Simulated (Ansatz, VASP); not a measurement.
**Na in VASP and in Ansatz**

```
CELL_PARAMETERS angstrom
3.74500 0.00000 0.00000
-1.87250 3.24326 0.00000
0.00000 0.00000 6.10304
ATOMIC_POSITIONS crystal
Na 0.33333 0.66667 0.19942
Na 0.66667 0.33333 0.80058
```

Change from the starting cell: mode 4 frozen in at +0.000 Å and mode 6 at -0.309 Å (largest displacements).

Alike in both runs: task single point; functional PBE; k mesh 15 × 15 × 8; occupations gaussian, width 0.15 eV; no spin polarisation.

|  | VASP | Ansatz |
| --- | --- | --- |
| version | VASP 6.6.1 | Ansatz 0.2.0 |
| potentials or method | VASP PAW PBE potentials, release 64 (Na_pv), cutoff 520 eV | scalar-relativistic, plane waves, PAW |
| valence electrons in the cell | 14 | 18 |

Ansatz gave:

```
gap on the k mesh at the Fermi level (eV)                     : none
pressure (GPa)                                                : 0.7
traceless stress, the component that is largest in VASP (GPa) : 0.29
rms of the force components (eV/Å)                            : 0.284
```

Problem. Estimate VASP's values.

Solution. gap on the k mesh at the Fermi level (eV): none; pressure (GPa): 0.8; traceless stress, the component that is largest in VASP (GPa): 0.29; rms of the force components (eV/Å): 0.285.

Atom by atom the forces differ by 0.001 eV/Å (rms over components). A gap of «none» marks a metal or a gap that the smearing closes. VASP's potentials hold 14 valence electrons a cell and Ansatz's 18, so a difference there can come from the potentials and not from the codes.
